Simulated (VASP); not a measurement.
# AgCl (Cmcm) in VASP: single point with LDA

Aim: the single point of AgCl with LDA.

Program: VASP 6.6.1. These are calculated values, not measurements. Logs are shortened: lines on timing, memory, paths and dates and some standing lists are left out, and cuts for length are marked.

## 1. The cell of the first run

It takes space group Cmcm (No. 63, orthorhombic). The conventional cell has a = 3.625 Å, b = 10.766 Å, c = 4.181 Å, α = 90.00°, β = 90.00°, γ = 90.00°. Ag (site symmetry m2m) has 7 Cl at 2.79 to 3.14 Å and 4 Ag at 3.05 to 3.62 Å within 3.7 Å. Within 3.7 Å of Cl (site symmetry m2m) lie 7 Ag at 2.79 to 3.14 Å and 4 Cl at 3.57 to 3.62 Å.

## 2. Single point, LDA

The input, INCAR:

```
PREC = Accurate ; ENCUT = 520
EDIFF = 1E-6 ; ISMEAR = 0
SIGMA = 0.03 ; LREAL = F
LASPH = T ; NELM = 60
ALGO = Normal ; ISIF = 2
LWAVE = F ; LCHARG = F
GGA = CA ; NBANDS = 26
```

The input, KPOINTS:

```
Automatic mesh
0
Gamma
  10 10 10
```

The input, POSCAR:

```
AgCl
1.0
    1.8124050585     -5.3828366473      0.0000000000
    1.8124050585      5.3828366473      0.0000000000
    0.0000000000      0.0000000000      4.1814629773
Ag Cl
2 2
Direct
    0.3965554000      0.6034446000      0.7500000000
    0.6034446000      0.3965554000      0.2500000000
    0.8654487300      0.1345512700      0.2500000000
    0.1345512700      0.8654487300      0.7500000000
```

Potentials or basis: VASP PAW LDA potentials, release 64 (Ag, Cl).

Run with:

```
$ cat potpaw_LDA.64/Ag/POTCAR potpaw_LDA.64/Cl/POTCAR > POTCAR
$ mpirun -np 1 vasp_std > vasp.out
```

OUTCAR:

```text
PREC = Accurate
   ENCUT = 520
   EDIFF = 1E-6
   ISMEAR = 0
   LREAL = F
   LASPH = T
   NELM = 60
   ISIF = 2
   GGA = CA

 ion  position               nearest neighbor table
   1  0.397  0.603  0.750-   3 2.79   3 2.79   3 2.79   3 2.79   4 2.82   2 3.05   2 3.05
   2  0.603  0.397  0.250-   4 2.79   4 2.79   4 2.79   4 2.79   3 2.82   1 3.05   1 3.05
   3  0.865  0.135  0.250-   1 2.79   1 2.79   1 2.79   1 2.79   2 2.82
   4  0.135  0.865  0.750-   2 2.79   2 2.79   2 2.79   2 2.79   1 2.82

  LATTYP: Found a base centered orthorhombic cell.
 ALAT       =     3.6248101170
 B/A-ratio  =     2.9699964818
 C/A-ratio  =     1.1535674538

  Lattice vectors:

 A1 = (   1.8124050585,  -5.3828366473,   0.0000000000)
 A2 = (   1.8124050585,   5.3828366473,   0.0000000000)
 A3 = (   0.0000000000,   0.0000000000,   4.1814629773)

Analysis of symmetry for initial positions (statically):
=====================================================================
 Subroutine PRICEL returns:
 Original cell was already a primitive cell.

 Routine SETGRP: Setting up the symmetry group for a
 base centered orthorhombic supercell.

 Subroutine GETGRP returns: Found  8 space group operations
 (whereof  4 operations were pure point group operations)
 out of a pool of  8 trial point group operations.

The static configuration has the point symmetry C_2h.
 The point group associated with its full space group is D_2h.

Analysis of symmetry for dynamics (positions and initial velocities):
=====================================================================
 Subroutine PRICEL returns:
 Original cell was already a primitive cell.

 Routine SETGRP: Setting up the symmetry group for a
 base centered orthorhombic supercell.

 Subroutine GETGRP returns: Found  8 space group operations
 (whereof  4 operations were pure point group operations)
 out of a pool of  8 trial point group operations.

The dynamic configuration has the point symmetry C_2h.
 The point group associated with its full space group is D_2h.

 Subroutine INISYM returns: Found  8 space group operations
 (whereof  4 operations are pure point group operations),
 and found     1 'primitive' translations

----------------------------------------------------------------------------------------

                                     Primitive cell

  volume of cell :      81.5877
[... 83 lines left out ...]
 SYSTEM =  unknown system
   PREC   = accura    normal or accurate (medium, high low for compatibility)
   ISTART =      0    job   : 0-new  1-cont  2-samecut
   ICHARG =      2    charge: 1-file 2-atom 10-const
   ISPIN  =      1    spin polarized calculation?
   LNONCOLLINEAR =      F non collinear calculations
   LSORBIT =      F    spin-orbit coupling
   LASPH  =      T    aspherical Exc in radial PAW
   ENCUT  =  520.0 eV  38.22 Ry    6.18 a.u.  10.56 10.56  7.77*2*pi/ulx,y,z
   NELM   =     60;   NELMIN=  2; NELMDL= -5     # of ELM steps
   EDIFF  = 0.1E-05   stopping-criterion for ELM
   LREAL  =      F    real-space projection
[... 7 lines left out ...]
   TEBEG  =    0.0;   TEEND  =   0.0 temperature during run
   PSTRESS=    0.0 pullay stress
   NELECT =      36.0000    total number of electrons
   NUPDOWN=      -1.0000    fix difference up-down
   EMIN   =  10.00;   EMAX   =-10.00  energy-range for DOS
   EFERMI =   0.00;   METHOD = LEGACY
   ISMEAR =     0;   SIGMA  =   0.03  broadening in eV -4-tet -1-fermi 0-gaus
   EFERMI_NEDOS =   21; number of points for ismear=-14 and -15
   IALGO  =     38    algorithm
   IMIX   =      4    mixing-type and parameters
     AMIX     =   0.40;   BMIX     =  1.00
     AMIX_MAG =   1.60;   BMIX_MAG =  1.00
  volume/ion in A,a.u.               =      20.40       137.65
  Fermi-wavevector in a.u.,A,eV,Ry     =   1.246333  2.355228 21.134554  1.553346
  Thomas-Fermi vector in A             =   2.380515
   LORBIT       =      0    0 simple, 1 ext, 2 COOP (PROOUT), +10 PAW based schemes
   GGA     = CA    functional components
   LHFCALC =     F    Hartree Fock is set to
   AEXX    =    0.0000 exact exchange contribution
   IVDW    =     0    specifies the selected vdW correction
   LEPSILON=     F    determine dielectric tensor
   LRPA    =     F    only Hartree local field effects (RPA)
 non-spin polarized calculation
 Gauss-broadening in eV      SIGMA  =   0.03
  energy-cutoff  :      520.00
  volume of cell :       81.59
 maximum number of plane-waves:      2220
   NGX = 21   NGY = 21   NGZ = 15

 number of electron      36.0000007 magnetization

 Free energy of the ion-electron system (eV)
  ---------------------------------------------------
  ext. energy  EPLUGINS =         0.00000000
  ---------------------------------------------------
  free energy    TOTEN  =       -13.32244910 eV

  energy without entropy =      -13.32244910  energy(sigma->0) =      -13.32244910

 E-fermi :   4.0399     XC(G=0): -10.7245

 val. band max:        3.9074308894   @ k =   0.3000   0.2000   0.0000
 cond. band min:       4.1815842815   @ k =   0.0000   0.0000   0.0000
 fundamental gap:      0.2741533921
 Fermi energy:         4.0398679304

 k-point     1 :       0.0000    0.0000    0.0000
  band No.  band energies     occupation
      1     -11.0176      2.00000
      2     -10.3558      2.00000
      3      -0.5682      2.00000
      4       0.3455      2.00000
      5       0.8939      2.00000
      6       0.9105      2.00000
[... 685 lines left out ...]
     25      13.6137      0.00000
     26      14.3526      0.00000

 [... further k-points ...]

------------------------ aborting loop because EDIFF is reached ----------------------------------------

  FORCE on cell =-STRESS in cart. coord.  units (eV):
  Direction    XX          YY          ZZ          XY          YZ          ZX
  --------------------------------------------------------------------------------------
  -------------------------------------------------------------------------------------
  Total       -2.9560242     -2.9146092     -4.1237357      0.0000000      0.0000000      0.0000000
  in kB      -58.0488799    -57.2355946    -80.9797972      0.0000000      0.0000000      0.0000000
  external PRESSURE =     -65.4214239 kB  Pullay stress =       0.0000000 kB

 VOLUME and BASIS-vectors are now :
 -----------------------------------------------------------------------------
  energy-cutoff  :      520.00
  volume of cell :       81.59
      direct lattice vectors                 reciprocal lattice vectors
     1.812405058 -5.382836647  0.000000000     0.275876520 -0.092887827  0.000000000
     1.812405058  5.382836647  0.000000000     0.275876520  0.092887827  0.000000000
     0.000000000  0.000000000  4.181462977     0.000000000  0.000000000  0.239150748

 POSITION                                       TOTAL-FORCE (eV/Angst)
 -----------------------------------------------------------------------------------
      1.81241      1.11365      3.13610         0.000000     -0.041687     -0.000000
      1.81241     -1.11365      1.04537         0.000000      0.041687      0.000000
      1.81241     -3.93430      1.04537         0.000000     -0.063453      0.000000
      1.81241      3.93430      3.13610         0.000000      0.063453      0.000000
 -----------------------------------------------------------------------------------
    total drift:                                0.000000      0.000000      0.000000

  FREE ENERGIE OF THE ION-ELECTRON SYSTEM (eV)
  ---------------------------------------------------
  free  energy   TOTEN  =       -13.3224490979 eV

  energy  without entropy=      -13.3224490979  energy(sigma->0) =      -13.32244910
```

It took 3.6 min on 1 thread of Intel Xeon Platinum 8488C (Sapphire Rapids), shared host; peak memory 0.43 GiB.

What came out:

```
Free energy            : -13.3224 eV
Pressure               : -6.5 GPa
Largest force          : 0.063 eV/Å
Band gap on the k mesh : 0.27 eV, indirect (least direct gap 1.48 eV)
```

Forces in eV/Å, atoms in the order of the input:
```
Ag   0.000 -0.042  0.000
Ag   0.000  0.042  0.000
Cl   0.000 -0.063  0.000
Cl   0.000  0.063  0.000
```

 A k mesh can miss the band edges.
